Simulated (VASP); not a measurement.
# PtSe2 (Sudovikovite) (P-3m1) in VASP: settings compared

Aim: see how the results for PtSe2 (Sudovikovite) move with the level of theory and the settings. Levels: LDA, PBEsol. Tasks: single point.

Program: VASP 6.6.1. These are calculated values, not measurements. Logs are shortened: lines on timing, memory, paths and dates and some standing lists are left out, and cuts for length are marked.

## Step 1: The cell of the first run

Symmetry: P-3m1, No. 164, trigonal system. The conventional cell has a = 3.699 Å, b = 3.699 Å, c = 5.028 Å, α = 90.00°, β = 90.00°, γ = 120.00°. Pt (site symmetry -3m) has 6 Se at 2.48 Å within 3.3 Å. Se (site symmetry 3m) has 3 Pt at 2.48 Å and 6 Se at 3.30 Å within 3.3 Å.

## Step 2: Single point, LDA (volume scaled by 0.98)

The input, INCAR:

```
PREC = Accurate ; ENCUT = 520
EDIFF = 1E-6 ; ISMEAR = -1
SIGMA = 0.05 ; LREAL = False
LASPH = True ; NELM = 100
ALGO = Normal ; ISIF = 2
LWAVE = False ; LCHARG = False
GGA = CA ; NBANDS = 18
```

The input, KPOINTS:

```
regular mesh
0
Gamma
  8 8 5
```

The input, POSCAR:

```
PtSe2
1.0
    3.6990059583      0.0000000000      0.0000000000
   -1.8495029792      3.2034331287      0.0000000000
    0.0000000000      0.0000000000      5.0280258220
Pt Se
1 2
Direct
    0.0000000000      0.0000000000      0.0000000000
    0.6666666667      0.3333333333      0.7500000000
    0.3333333333      0.6666666667      0.2500000000
```

Potentials or basis: VASP PAW LDA potentials, release 64 (Pt, Se).

The run is started by

```
$ cat potpaw_LDA.64/Pt/POTCAR potpaw_LDA.64/Se/POTCAR > POTCAR
$ mpirun -np 1 vasp_std > vasp.out
```

OUTCAR:

```text
PREC = Accurate
   ENCUT = 520
   EDIFF = 1E-6
   ISMEAR = -1
   LREAL = False
   LASPH = True
   NELM = 100
   ISIF = 2
   GGA = CA

 ion  position               nearest neighbor table
   1  0.000  0.000  0.000-   2 2.48   3 2.48   2 2.48   3 2.48   2 2.48   3 2.48
   2  0.667  0.333  0.750-   1 2.48   1 2.48   1 2.48
   3  0.333  0.667  0.250-   1 2.48   1 2.48   1 2.48

  LATTYP: Found a hexagonal cell.
 ALAT       =     3.6990059583
 C/A-ratio  =     1.3592910849

  Lattice vectors:

 A1 = (   3.6990059583,   0.0000000000,   0.0000000000)
 A2 = (  -1.8495029792,   3.2034331287,   0.0000000000)
 A3 = (   0.0000000000,   0.0000000000,   5.0280258220)

Analysis of symmetry for initial positions (statically):
=====================================================================
 Subroutine PRICEL returns:
 Original cell was already a primitive cell.

 Routine SETGRP: Setting up the symmetry group for a
 hexagonal supercell.

 Subroutine GETGRP returns: Found 12 space group operations
 (whereof 12 operations were pure point group operations)
 out of a pool of 24 trial point group operations.

The static configuration has the point symmetry D_3d.

Analysis of symmetry for dynamics (positions and initial velocities):
=====================================================================
 Subroutine PRICEL returns:
 Original cell was already a primitive cell.

 Routine SETGRP: Setting up the symmetry group for a
 hexagonal supercell.

 Subroutine GETGRP returns: Found 12 space group operations
 (whereof 12 operations were pure point group operations)
 out of a pool of 24 trial point group operations.

The dynamic configuration has the point symmetry D_3d.

 Subroutine INISYM returns: Found 12 space group operations
 (whereof 12 operations are pure point group operations),
 and found     1 'primitive' translations

----------------------------------------------------------------------------------------

                                     Primitive cell

  volume of cell :      59.5797

  direct lattice vectors                    reciprocal lattice vectors
     3.699005958  0.000000000  0.000000000     0.270342901  0.156082546  0.000000000
    -1.849502979  3.203433129  0.000000000     0.000000000  0.312165093  0.000000000
     0.000000000  0.000000000  5.028025822     0.000000000  0.000000000  0.198885216

  length of vectors
     3.699005958  3.699005958  5.028025822     0.312165093  0.312165093  0.198885216

[... 81 lines left out ...]
   NELM   =    100;   NELMIN=  2; NELMDL= -5     # of ELM steps
   EDIFF  = 0.1E-05   stopping-criterion for ELM
   LREAL  =      F    real-space projection
   EDIFFG = 0.1E-04   stopping-criterion for IOM
   NSW    =      0    number of steps for IOM
   IBRION =     -1    ionic relax: 0-MD 1-quasi-New 2-CG
   NFREE  =      0    steps in history (QN), initial steepest desc. (CG)
   ISIF   =      2    stress and relaxation
   ISYM   =      2    0-nonsym 1-usesym 2-fastsym
   POTIM  = 0.5000    time-step for ionic-motion
   TEBEG  =    0.0;   TEEND  =   0.0 temperature during run
   PSTRESS=    0.0 pullay stress
   NELECT =      22.0000    total number of electrons
   NUPDOWN=      -1.0000    fix difference up-down
   EMIN   =  10.00;   EMAX   =-10.00  energy-range for DOS
   EFERMI =   0.00;   METHOD = LEGACY
   ISMEAR =    -1;   SIGMA  =   0.05  broadening in eV -4-tet -1-fermi 0-gaus
   EFERMI_NEDOS =   21; number of points for ismear=-14 and -15
   IALGO  =     38    algorithm
   IMIX   =      4    mixing-type and parameters
     AMIX     =   0.40;   BMIX     =  1.00
     AMIX_MAG =   1.60;   BMIX_MAG =  1.00
  volume/ion in A,a.u.               =      19.86       134.02
  Fermi-wavevector in a.u.,A,eV,Ry     =   1.174491  2.219466 18.768270  1.379429
  Thomas-Fermi vector in A             =   2.310887
   LORBIT       =      0    0 simple, 1 ext, 2 COOP (PROOUT), +10 PAW based schemes
   GGA     = CA    functional components
   LHFCALC =     F    Hartree Fock is set to
   AEXX    =    0.0000 exact exchange contribution
   IVDW    =     0    specifies the selected vdW correction
   LEPSILON=     F    determine dielectric tensor
   LRPA    =     F    only Hartree local field effects (RPA)
 non-spin polarized calculation
  energy-cutoff  :      520.00
  volume of cell :       59.58
 maximum number of plane-waves:      1622
   NGX = 13   NGY = 13   NGZ = 19

 number of electron      22.0000000 magnetization

 Free energy of the ion-electron system (eV)
  ---------------------------------------------------
  ext. energy  EPLUGINS =         0.00000000
  ---------------------------------------------------
  free energy    TOTEN  =       -17.05110119 eV

  energy without entropy =      -17.04481958  energy(sigma->0) =      -17.04796038

 E-fermi :   6.8203     XC(G=0): -10.9945

 val. band max:        6.6999967393   @ k =   0.1250   0.0000   0.0000
 cond. band min:       6.8636128900   @ k =   0.0000   0.1250   0.2000
 fundamental gap:      0.1636161507
 Fermi energy:         6.8203297758

 k-point     1 :       0.0000    0.0000    0.0000
  band No.  band energies     occupation
      1      -9.1156      2.00000
      2      -6.1684      2.00000
      3      -0.5935      2.00000
      4       0.1129      2.00000
      5       0.1129      2.00000
      6       2.6498      2.00000
[... 481 lines left out ...]
      5       0.8458      2.00000
      6       1.6565      2.00000
[... 10 lines left out ...]
     17      15.2137      0.00000
     18      15.8346      0.00000

 [... further k-points ...]

------------------------ aborting loop because EDIFF is reached ----------------------------------------

  FORCE on cell =-STRESS in cart. coord.  units (eV):
  Direction    XX          YY          ZZ          XY          YZ          ZX
  --------------------------------------------------------------------------------------
  -------------------------------------------------------------------------------------
  Total        1.3166218      1.3166218      0.4837808     -0.0000000      0.0000000      0.0000000
  in kB       35.4057200     35.4057200     13.0095131     -0.0000000      0.0000000      0.0000000
  external PRESSURE =      27.9403177 kB  Pullay stress =       0.0000000 kB

 VOLUME and BASIS-vectors are now :
 -----------------------------------------------------------------------------
  energy-cutoff  :      520.00
  volume of cell :       59.58
      direct lattice vectors                 reciprocal lattice vectors
     3.699005958  0.000000000  0.000000000     0.270342901  0.156082546  0.000000000
    -1.849502979  3.203433129  0.000000000     0.000000000  0.312165093  0.000000000
     0.000000000  0.000000000  5.028025822     0.000000000  0.000000000  0.198885216

 POSITION                                       TOTAL-FORCE (eV/Angst)
 -----------------------------------------------------------------------------------
      0.00000      0.00000      0.00000         0.000000      0.000000      0.000000
      1.84950      1.06781      3.77102         0.000000      0.000000     -0.511253
     -0.00000      2.13562      1.25701        -0.000000     -0.000000      0.511253
 -----------------------------------------------------------------------------------
    total drift:                               -0.000000     -0.000000     -0.000000

  FREE ENERGIE OF THE ION-ELECTRON SYSTEM (eV)
  ---------------------------------------------------
  free  energy   TOTEN  =       -17.0511011860 eV

  energy  without entropy=      -17.0448195823  energy(sigma->0) =      -17.04796038
```

OSZICAR:

```text
N       E                     dE             d eps       ncg     rms          rms(c)
DAV:   1     0.109291172782E+03    0.10929E+03   -0.10090E+04  1448   0.108E+03
DAV:   2    -0.127389232894E+02   -0.12203E+03   -0.11807E+03  1720   0.216E+02
DAV:   3    -0.178720543645E+02   -0.51331E+01   -0.50909E+01  1824   0.438E+01
DAV:   4    -0.179114585333E+02   -0.39404E-01   -0.39382E-01  1692   0.407E+00
DAV:   5    -0.179118597313E+02   -0.40120E-03   -0.40119E-03  1782   0.411E-01    0.138E+01
DAV:   6    -0.172797236045E+02    0.63214E+00   -0.40395E+00  1508   0.183E+01    0.823E+00
DAV:   7    -0.170868476108E+02    0.19288E+00   -0.81405E-01  1494   0.882E+00    0.409E+00
DAV:   8    -0.170532482060E+02    0.33599E-01   -0.52006E-02  1586   0.177E+00    0.799E-01
DAV:   9    -0.170510953477E+02    0.21529E-02   -0.56404E-03  1620   0.658E-01    0.197E-01
DAV:  10    -0.170511131223E+02   -0.17775E-04   -0.75425E-04  1620   0.191E-01    0.416E-02
DAV:  11    -0.170511018372E+02    0.11285E-04   -0.56998E-05  1656   0.697E-02    0.228E-02
DAV:  12    -0.170511011860E+02    0.65115E-06   -0.46019E-06  1572   0.152E-02
   1 F= -.17051101E+02 E0= -.17047960E+02  d E =-.628160E-02
```

It took 28 s on 1 thread of Intel Xeon Platinum 8259CL at 2.50GHz (Skylake/Cascade Lake), shared host; peak memory 0.18 GiB.

Results:

| Property | Result |
| --- | --- |
| Free energy | -17.0511 eV |
| Pressure | 2.8 GPa |
| Largest force | 0.511 eV/Å |
| Band gap on the k mesh | zero (band 11 reaches 7.21 eV, above the bottom of band 12 at 6.86 eV) |

Forces in eV/Å, atoms in the order of the input:
```
Pt   0.000  0.000  0.000
Se   0.000  0.000 -0.511
Se   0.000  0.000  0.511
```

Caveat: spin-orbit coupling is left out, which moves the levels of the heavy elements.

## Step 3: Single point, PBEsol (volume scaled by 0.98)

The input, INCAR:

```
SYSTEM = PtSe2
  PREC = Accurate
  ENCUT = 520
  EDIFF = 1E-7
  ISMEAR = -1
  SIGMA = 0.05
  LREAL = .FALSE.
  LASPH = .TRUE.
  NELM = 60
  ALGO = Normal
  ISIF = 2
  LWAVE = .FALSE.
  LCHARG = .TRUE.
  GGA = PS
  LELF = .TRUE.
  LVHAR = .TRUE.
  NBANDS = 18
```

The input, KPOINTS:

```
regular mesh
0
G
  8 8 5
  0 0 0
```

POSCAR is that of step 2.

Potentials or basis: VASP PAW PBE potentials, release 64 (Pt, Se).

The run is started by

```
$ cat potpaw_PBE.64/Pt/POTCAR potpaw_PBE.64/Se/POTCAR > POTCAR
$ mpirun -np 1 vasp_std > vasp.out
```

OUTCAR:

```text
SYSTEM = PtSe2
   PREC = Accurate
   ENCUT = 520
   EDIFF = 1E-7
   ISMEAR = -1
   LREAL = .FALSE.
   LASPH = .TRUE.
   NELM = 60
   ISIF = 2
   GGA = PS

 ion  position               nearest neighbor table
   1  0.000  0.000  0.000-   2 2.48   3 2.48   2 2.48   3 2.48   2 2.48   3 2.48
   2  0.667  0.333  0.750-   1 2.48   1 2.48   1 2.48
   3  0.333  0.667  0.250-   1 2.48   1 2.48   1 2.48

  LATTYP: Found a hexagonal cell.
 ALAT       =     3.6990059583
 C/A-ratio  =     1.3592910849

  Lattice vectors:

 A1 = (   3.6990059583,   0.0000000000,   0.0000000000)
 A2 = (  -1.8495029792,   3.2034331287,   0.0000000000)
 A3 = (   0.0000000000,   0.0000000000,   5.0280258220)

Analysis of symmetry for initial positions (statically):
=====================================================================
 Subroutine PRICEL returns:
 Original cell was already a primitive cell.

 Routine SETGRP: Setting up the symmetry group for a
 hexagonal supercell.
[... 164 lines left out ...]
  free energy    TOTEN  =       -15.86030395 eV

  energy without entropy =      -15.85417651  energy(sigma->0) =      -15.85724023

 E-fermi :   6.7178     XC(G=0): -10.9028

 val. band max:        6.5873591799   @ k =   0.1250   0.0000   0.0000
 cond. band min:       6.7496017063   @ k =   0.0000   0.1250   0.2000
 fundamental gap:      0.1622425264
 Fermi energy:         6.7177738569

 k-point     1 :       0.0000    0.0000    0.0000
  band No.  band energies     occupation
      1      -9.2476      2.00000
      2      -6.2769      2.00000
      3      -0.7348      2.00000
      4      -0.0061      2.00000
      5      -0.0061      2.00000
      6       2.5240      2.00000
[... 481 lines left out ...]
      5       0.7142      2.00000
      6       1.5302      2.00000
[... 10 lines left out ...]
     17      15.0793      0.00000
     18      15.7047      0.00000

 [... further k-points ...]

------------------------ aborting loop because EDIFF is reached ----------------------------------------

  FORCE on cell =-STRESS in cart. coord.  units (eV):
  Direction    XX          YY          ZZ          XY          YZ          ZX
  --------------------------------------------------------------------------------------
  -------------------------------------------------------------------------------------
  Total        2.2257843      2.2257843      1.2904372     -0.0000000      0.0000000     -0.0000000
  in kB       59.8543156     59.8543156     34.7015802     -0.0000000      0.0000000     -0.0000000
  external PRESSURE =      51.4700705 kB  Pullay stress =       0.0000000 kB

 VOLUME and BASIS-vectors are now :
 -----------------------------------------------------------------------------
  energy-cutoff  :      520.00
  volume of cell :       59.58
      direct lattice vectors                 reciprocal lattice vectors
     3.699005958  0.000000000  0.000000000     0.270342901  0.156082546  0.000000000
    -1.849502979  3.203433129  0.000000000     0.000000000  0.312165093  0.000000000
     0.000000000  0.000000000  5.028025822     0.000000000  0.000000000  0.198885216

 POSITION                                       TOTAL-FORCE (eV/Angst)
 -----------------------------------------------------------------------------------
      0.00000      0.00000      0.00000         0.000000      0.000000     -0.000000
      1.84950      1.06781      3.77102         0.000000      0.000000     -0.623971
     -0.00000      2.13562      1.25701        -0.000000      0.000000      0.623971
 -----------------------------------------------------------------------------------
    total drift:                               -0.000000     -0.000000     -0.000000

  FREE ENERGIE OF THE ION-ELECTRON SYSTEM (eV)
  ---------------------------------------------------
  free  energy   TOTEN  =       -15.8603039468 eV

  energy  without entropy=      -15.8541765131  energy(sigma->0) =      -15.85724023
```

OSZICAR:

```text
N       E                     dE             d eps       ncg     rms          rms(c)
DAV:   1     0.109982883352E+03    0.10998E+03   -0.10097E+04  1448   0.108E+03
DAV:   2    -0.115899839139E+02   -0.12157E+03   -0.11761E+03  1712   0.215E+02
DAV:   3    -0.166973766949E+02   -0.51074E+01   -0.50656E+01  1824   0.436E+01
DAV:   4    -0.167354671666E+02   -0.38090E-01   -0.38067E-01  1690   0.400E+00
DAV:   5    -0.167358631503E+02   -0.39598E-03   -0.39597E-03  1768   0.408E-01    0.139E+01
DAV:   6    -0.160859371172E+02    0.64993E+00   -0.42937E+00  1508   0.188E+01    0.817E+00
DAV:   7    -0.158916549269E+02    0.19428E+00   -0.83714E-01  1494   0.892E+00    0.407E+00
DAV:   8    -0.158623330776E+02    0.29322E-01   -0.50599E-02  1584   0.174E+00    0.829E-01
DAV:   9    -0.158602407228E+02    0.20924E-02   -0.59823E-03  1612   0.693E-01    0.181E-01
DAV:  10    -0.158603112945E+02   -0.70572E-04   -0.82210E-04  1680   0.201E-01    0.418E-02
DAV:  11    -0.158603033982E+02    0.78963E-05   -0.57805E-05  1772   0.717E-02    0.220E-02
DAV:  12    -0.158603038188E+02   -0.42060E-06   -0.58956E-06  1572   0.170E-02    0.359E-03
DAV:  13    -0.158603039382E+02   -0.11936E-06   -0.70730E-07  1812   0.581E-03    0.172E-03
DAV:  14    -0.158603039468E+02   -0.86704E-08   -0.82889E-08   972   0.220E-03
   1 F= -.15860304E+02 E0= -.15857240E+02  d E =-.612743E-02
```

It took 38 s on 1 thread of Intel Xeon Platinum 8259CL at 2.50GHz (Skylake/Cascade Lake), shared host; peak memory 0.2 GiB.

What came out:

| Property | Result |
| --- | --- |
| Free energy | -15.8603 eV |
| Pressure | 5.1 GPa |
| Largest force | 0.624 eV/Å |
| Band gap on the k mesh | zero (band 11 reaches 7.10 eV, above the bottom of band 12 at 6.77 eV) |

Forces in eV/Å, atoms in the order of the input:
```
Pt   0.000  0.000  0.000
Se   0.000  0.000 -0.624
Se   0.000  0.000  0.624
```

Caveat: the PAW data sets were made with another functional, which shifts forces and pressure a little; spin-orbit coupling is left out, which moves the levels of the heavy elements.

(Continued in part 2 of 2.)
